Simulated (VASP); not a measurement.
# ScAl2 (Fd-3m) in VASP: further runs

ScAl2 is run at these levels: r2SCAN; tasks: single point, relaxation of volume and atoms at fixed shape.

All numbers are computed with VASP 6.6.1; they aren't measurements. Logs are shortened: lines on timing, memory, paths and dates and some standing lists are left out, and cuts for length are marked.

## Step 1: The cell of the first run

It takes space group Fd-3m (No. 227, cubic). Conventional cell: a = 7.559 Å, b = 7.559 Å, c = 7.559 Å, α = 90.00°, β = 90.00°, γ = 90.00°. Within 4.1 Å of Sc (site symmetry -43m) lie 12 Al at 3.13 Å and 4 Sc at 3.27 Å. Within 3.5 Å of Al (site symmetry -3m) lie 6 Al at 2.67 Å and 6 Sc at 3.13 Å.

## Step 2: Single point, r2SCAN

Contents of POSCAR:

```
ScAl2
1.0
    0.0000000000      3.7795931813      3.7795931813
    3.7795931813      0.0000000000      3.7795931813
    3.7795931813      3.7795931813      0.0000000000
Sc Al
2 4
Direct
    0.5000000000      0.5000000000      0.5000000000
    0.7500000000      0.7500000000      0.7500000000
    0.1250000000      0.1250000000      0.1250000000
    0.6250000000      0.1250000000      0.1250000000
    0.1250000000      0.6250000000      0.1250000000
    0.1250000000      0.1250000000      0.6250000000
```

Contents of INCAR.step1:

```
SYSTEM = ScAl2
  ALGO = Normal
  EDIFF = 1E-4
  ENCUT = 520
  GGA = PE
  ISMEAR = -1
  LASPH = .TRUE.
  LCHARG = .FALSE.
  LREAL = .FALSE.
  LWAVE = .TRUE.
  NBANDS = 26
  NELM = 100
  PREC = Accurate
  SIGMA = 0.05
```

Contents of INCAR.step2:

```
SYSTEM = ScAl2
  ALGO = Normal
  EDIFF = 1E-6
  ENCUT = 520
  ISIF = 2
  ISMEAR = -1
  ISTART = 1
  LASPH = .TRUE.
  LCHARG = .FALSE.
  LMIXTAU = .TRUE.
  LREAL = .FALSE.
  LWAVE = .FALSE.
  METAGGA = R2SCAN
  NBANDS = 26
  NELM = 100
  PREC = Accurate
  SIGMA = 0.05
```

Contents of KPOINTS:

```
k-points
0
G
  4 4 4
  0 0 0
```

Potentials or basis: VASP PAW PBE potentials, release 64 (Sc_sv, Al).

On the command line:

```
> cat potpaw_PBE.64/Sc_sv/POTCAR potpaw_PBE.64/Al/POTCAR > POTCAR
> cp INCAR.step1 INCAR
> mpirun -np 1 vasp_std > vasp.out
> cp INCAR.step2 INCAR
> mpirun -np 1 vasp_std > vasp.out
```

OUTCAR:

```text
SYSTEM = ScAl2
   EDIFF = 1E-6
   ENCUT = 520
   ISIF = 2
   ISMEAR = -1
   ISTART = 1
   LASPH = .TRUE.
   LREAL = .FALSE.
   METAGGA = R2SCAN
   NELM = 100
   PREC = Accurate

 ion  position               nearest neighbor table
   1  0.500  0.500  0.500-   3 3.13   5 3.13   6 3.13   3 3.13   4 3.13   6 3.13   3 3.13   4 3.13
                             5 3.13   4 3.13   5 3.13   6 3.13   2 3.27   2 3.27   2 3.27   2 3.27
   2  0.750  0.750  0.750-   4 3.13   5 3.13   6 3.13   3 3.13   4 3.13   5 3.13   3 3.13   4 3.13
                             6 3.13   3 3.13   5 3.13   6 3.13   1 3.27   1 3.27   1 3.27   1 3.27
   3  0.125  0.125  0.125-   4 2.67   5 2.67   6 2.67   6 2.67   5 2.67   4 2.67   1 3.13   2 3.13
                             1 3.13   2 3.13   1 3.13   2 3.13
   4  0.625  0.125  0.125-   3 2.67   6 2.67   5 2.67   3 2.67   5 2.67   6 2.67   2 3.13   1 3.13
                             1 3.13   2 3.13   2 3.13   1 3.13
   5  0.125  0.625  0.125-   3 2.67   6 2.67   3 2.67   4 2.67   6 2.67   4 2.67   2 3.13   1 3.13
                             2 3.13   2 3.13   1 3.13   1 3.13
   6  0.125  0.125  0.625-   3 2.67   3 2.67   4 2.67   5 2.67   5 2.67   4 2.67   1 3.13   2 3.13
                             1 3.13   2 3.13   1 3.13   2 3.13

  LATTYP: Found a face centered cubic cell.
 ALAT       =     7.5591863626

  Lattice vectors:

 A1 = (   0.0000000000,   3.7795931813,   3.7795931813)
 A2 = (   3.7795931813,   0.0000000000,   3.7795931813)
 A3 = (   3.7795931813,   3.7795931813,   0.0000000000)

Analysis of symmetry for initial positions (statically):
=====================================================================
 Subroutine PRICEL returns:
 Original cell was already a primitive cell.

 Routine SETGRP: Setting up the symmetry group for a
 face centered cubic supercell.

 Subroutine GETGRP returns: Found 48 space group operations
 (whereof 24 operations were pure point group operations)
 out of a pool of 48 trial point group operations.

The static configuration has the point symmetry T_d .
 The point group associated with its full space group is O_h .

Analysis of symmetry for dynamics (positions and initial velocities):
=====================================================================
 Subroutine PRICEL returns:
 Original cell was already a primitive cell.

 Routine SETGRP: Setting up the symmetry group for a
 face centered cubic supercell.

 Subroutine GETGRP returns: Found 48 space group operations
 (whereof 24 operations were pure point group operations)
 out of a pool of 48 trial point group operations.

The dynamic configuration has the point symmetry T_d .
 The point group associated with its full space group is O_h .

 Subroutine INISYM returns: Found 48 space group operations
 (whereof 24 operations are pure point group operations),
 and found     1 'primitive' translations

----------------------------------------------------------------------------------------

                                     Primitive cell

  volume of cell :     107.9854

  direct lattice vectors                    reciprocal lattice vectors
     0.000000000  3.779593181  3.779593181    -0.132289370  0.132289370  0.132289370
     3.779593181  0.000000000  3.779593181     0.132289370 -0.132289370  0.132289370
     3.779593181  3.779593181  0.000000000     0.132289370  0.132289370 -0.132289370

  length of vectors
     5.345151937  5.345151937  5.345151937     0.229131910  0.229131910  0.229131910

  position of ions in fractional coordinates (direct lattice)
     0.500000000  0.500000000  0.500000000
     0.750000000  0.750000000  0.750000000
     0.125000000  0.125000000  0.125000000
     0.625000000  0.125000000  0.125000000
     0.125000000  0.625000000  0.125000000
     0.125000000  0.125000000  0.625000000

  ion indices of the primitive-cell ions
   primitive index   ion index
                 1           1
                 2           2
                 3           3
                 4           4
                 5           5
                 6           6

----------------------------------------------------------------------------------------

 KPOINTS: k-points

Automatic generation of k-mesh.
 Grid dimensions read from file:
 generate k-points for:    4    4    4

 Generating k-lattice:

  Cartesian coordinates                     Fractional coordinates (reciprocal lattice)
    -0.033072342  0.033072342  0.033072342     0.250000000  0.000000000  0.000000000
     0.033072342 -0.033072342  0.033072342     0.000000000  0.250000000  0.000000000
     0.033072342  0.033072342 -0.033072342     0.000000000  0.000000000  0.250000000

  Length of vectors
     0.057282977  0.057282977  0.057282977

  Shift w.r.t. Gamma in fractional coordinates (k-lattice)
     0.000000000  0.000000000  0.000000000

 Subroutine IBZKPT returns following result:
 ===========================================

 Found      8 irreducible k-points:

 Following reciprocal coordinates:
            Coordinates               Weight
  0.000000  0.000000  0.000000      1.000000
  0.250000  0.000000  0.000000      8.000000
  0.500000  0.000000  0.000000      4.000000
  0.250000  0.250000  0.000000      6.000000
  0.500000  0.250000  0.000000     24.000000
 -0.250000  0.250000  0.000000     12.000000
  0.500000  0.500000  0.000000      3.000000
 -0.250000  0.500000  0.250000      6.000000
   k-points           NKPTS =      8   k-points in BZ     NKDIM =      8   number of bands    NBANDS=     26
   number of dos      NEDOS =    301   number of ions     NIONS =      6
   total plane-waves  NPLWV =  64000
   dimension x,y,z NGX =    40 NGY =   40 NGZ =   40
   dimension x,y,z NGXF=    80 NGYF=   80 NGZF=   80
   ions per type =               2   4
   NGX,Y,Z   is equivalent  to a cutoff of  12.44, 12.44, 12.44 a.u.
   NGXF,Y,Z  is equivalent  to a cutoff of  24.88, 24.88, 24.88 a.u.
 SYSTEM =  ScAl2
   PREC   = accura    normal or accurate (medium, high low for compatibility)
   ISTART =      1    job   : 0-new  1-cont  2-samecut
   ICHARG =      0    charge: 1-file 2-atom 10-const
   ISPIN  =      1    spin polarized calculation?
   LNONCOLLINEAR =      F non collinear calculations
   LSORBIT =      F    spin-orbit coupling
   LASPH  =      T    aspherical Exc in radial PAW
   ENCUT  =  520.0 eV  38.22 Ry    6.18 a.u.   9.94  9.94  9.94*2*pi/ulx,y,z
   NELM   =    100;   NELMIN=  2; NELMDL=  0     # of ELM steps
   EDIFF  = 0.1E-05   stopping-criterion for ELM
   LREAL  =      F    real-space projection
   EDIFFG = 0.1E-04   stopping-criterion for IOM
   NSW    =      0    number of steps for IOM
   IBRION =     -1    ionic relax: 0-MD 1-quasi-New 2-CG
   NFREE  =      0    steps in history (QN), initial steepest desc. (CG)
   ISIF   =      2    stress and relaxation
   ISYM   =      2    0-nonsym 1-usesym 2-fastsym
   POTIM  = 0.5000    time-step for ionic-motion
   TEBEG  =    0.0;   TEEND  =   0.0 temperature during run
   PSTRESS=    0.0 pullay stress
   NELECT =      34.0000    total number of electrons
   NUPDOWN=      -1.0000    fix difference up-down
   EMIN   =  10.00;   EMAX   =-10.00  energy-range for DOS
   EFERMI =   0.00;   METHOD = LEGACY
   ISMEAR =    -1;   SIGMA  =   0.05  broadening in eV -4-tet -1-fermi 0-gaus
   EFERMI_NEDOS =   21; number of points for ismear=-14 and -15
   IALGO  =     38    algorithm
   IMIX   =      4    mixing-type and parameters
     AMIX     =   0.40;   BMIX     =  1.00
     AMIX_MAG =   1.60;   BMIX_MAG =  1.00
  volume/ion in A,a.u.               =      18.00       121.45
  Fermi-wavevector in a.u.,A,eV,Ry     =   1.113729  2.104642 16.876553  1.240392
  Thomas-Fermi vector in A             =   2.250316
   LORBIT       =      0    0 simple, 1 ext, 2 COOP (PROOUT), +10 PAW based schemes
   METAGGA = R2SCAN    functional components
   LHFCALC =     F    Hartree Fock is set to
   AEXX    =    0.0000 exact exchange contribution
   IVDW    =     0    specifies the selected vdW correction
   LEPSILON=     F    determine dielectric tensor
   LRPA    =     F    only Hartree local field effects (RPA)
 non-spin polarized calculation
  energy-cutoff  :      520.00
  volume of cell :      107.99
 maximum number of plane-waves:      2936
   NGX = 19   NGY = 19   NGZ = 19

 number of electron      33.9999996 magnetization

 Free energy of the ion-electron system (eV)
  ---------------------------------------------------
  ext. energy  EPLUGINS =         0.00000000
  ---------------------------------------------------
  free energy    TOTEN  =       -53.03791793 eV

  energy without entropy =      -53.01860269  energy(sigma->0) =      -53.02826031

 E-fermi :   6.6580     XC(G=0): -11.0171

 val. band max:        6.5800317027   @ k =   0.5000   0.2500   0.0000
 cond. band min:       6.8336726128   @ k =   0.5000   0.5000   0.0000
 fundamental gap:      0.2536409101
 Fermi energy:         6.6580431032

 k-point     1 :       0.0000    0.0000    0.0000
  band No.  band energies     occupation
      1     -44.9556      2.00000
      2     -44.9149      2.00000
      3     -22.6665      2.00000
      4     -22.6665      2.00000
      5     -22.6664      2.00000
      6     -22.5559      2.00000
[... 18 lines left out ...]
     25      10.1553      0.00000
     26      10.1554      0.00000

 k-point     2 :       0.2500    0.0000    0.0000
  band No.  band energies     occupation
      1     -44.9513      2.00000
      2     -44.9192      2.00000
      3     -22.6734      2.00000
      4     -22.6734      2.00000
      5     -22.6669      2.00000
      6     -22.5577      2.00000
[... 18 lines left out ...]
     25       9.8078      0.00000
     26       9.8078      0.00000

 k-point     3 :       0.5000    0.0000    0.0000
  band No.  band energies     occupation
      1     -44.9454      2.00000
      2     -44.9251      2.00000
      3     -22.6797      2.00000
      4     -22.6797      2.00000
      5     -22.6679      2.00000
      6     -22.5590      2.00000
[... 18 lines left out ...]
     25       9.9491      0.00000
     26       9.9491      0.00000

 k-point     4 :       0.2500    0.2500    0.0000
  band No.  band energies     occupation
      1     -44.9496      2.00000
      2     -44.9209      2.00000
      3     -22.6812      2.00000
      4     -22.6811      2.00000
      5     -22.6511      2.00000
      6     -22.5736      2.00000
[... 18 lines left out ...]
     25       9.8185      0.00000
     26       9.9324      0.00000

 k-point     5 :       0.5000    0.2500    0.0000
  band No.  band energies     occupation
      1     -44.9424      2.00000
      2     -44.9280      2.00000
      3     -22.6926      2.00000
      4     -22.6869      2.00000
      5     -22.6397      2.00000
      6     -22.5857      2.00000
[... 18 lines left out ...]
     25      10.0812      0.00000
     26      10.3628      0.00000

 k-point     6 :      -0.2500    0.2500    0.0000
  band No.  band energies     occupation
      1     -44.9454      2.00000
      2     -44.9251      2.00000
      3     -22.6912      2.00000
      4     -22.6797      2.00000
      5     -22.6501      2.00000
      6     -22.5748      2.00000
[... 18 lines left out ...]
     25       9.9315      0.00000
     26      10.3808      0.00000

 k-point     7 :       0.5000    0.5000    0.0000
  band No.  band energies     occupation
      1     -44.9352      2.00000
      2     -44.9352      2.00000
      3     -22.6934      2.00000
      4     -22.6934      2.00000
      5     -22.6135      2.00000
      6     -22.6135      2.00000
[... 18 lines left out ...]
     25      10.9546      0.00000
     26      10.9546      0.00000

 k-point     8 :      -0.2500    0.5000    0.2500
  band No.  band energies     occupation
      1     -44.9352      2.00000
      2     -44.9352      2.00000
      3     -22.6940      2.00000
      4     -22.6940      2.00000
      5     -22.6126      2.00000
      6     -22.6126      2.00000
[... 18 lines left out ...]
     25      10.6543      0.00000
     26      10.6544      0.00000

------------------------ aborting loop because EDIFF is reached ----------------------------------------

  FORCE on cell =-STRESS in cart. coord.  units (eV):
  Direction    XX          YY          ZZ          XY          YZ          ZX
  --------------------------------------------------------------------------------------
  -------------------------------------------------------------------------------------
  Total        0.0071714      0.0071714      0.0071714      0.0000000     -0.0000000      0.0000000
  in kB        0.1064025      0.1064025      0.1064025      0.0000000     -0.0000000      0.0000000
  external PRESSURE =       0.1064025 kB  Pullay stress =       0.0000000 kB

 VOLUME and BASIS-vectors are now :
 -----------------------------------------------------------------------------
  energy-cutoff  :      520.00
  volume of cell :      107.99
      direct lattice vectors                 reciprocal lattice vectors
     0.000000000  3.779593181  3.779593181    -0.132289370  0.132289370  0.132289370
     3.779593181  0.000000000  3.779593181     0.132289370 -0.132289370  0.132289370
     3.779593181  3.779593181  0.000000000     0.132289370  0.132289370 -0.132289370

 POSITION                                       TOTAL-FORCE (eV/Angst)
 -----------------------------------------------------------------------------------
      3.77959      3.77959      3.77959         0.000000      0.000000      0.000000
      5.66939      5.66939      5.66939        -0.000000     -0.000000     -0.000000
      0.94490      0.94490      0.94490         0.000000     -0.000000     -0.000000
      0.94490      2.83469      2.83469         0.000000     -0.000000     -0.000000
      2.83469      0.94490      2.83469         0.000000     -0.000000     -0.000000
      2.83469      2.83469      0.94490         0.000000     -0.000000     -0.000000
 -----------------------------------------------------------------------------------
    total drift:                               -0.000000     -0.000000      0.000000

  FREE ENERGIE OF THE ION-ELECTRON SYSTEM (eV)
  ---------------------------------------------------
  free  energy   TOTEN  =       -53.0379179344 eV

  energy  without entropy=      -53.0186026879  energy(sigma->0) =      -53.02826031
```

Run time: 2.3 min. Hardware: 1 thread of Intel Xeon Platinum 8488C (Sapphire Rapids), shared host; peak memory 0.26 GiB.

Results:

```yaml
Free_energy: -53.0379 eV
Pressure: 0.0 GPa
Band_gap_on_the_k_mesh: zero (band 17 reaches 7.30 eV, above the bottom of band 18 at 4.72 eV)
```

Caveat: the PAW data sets were made with another functional, which shifts forces and pressure a little.

[end of part 1 of 2]
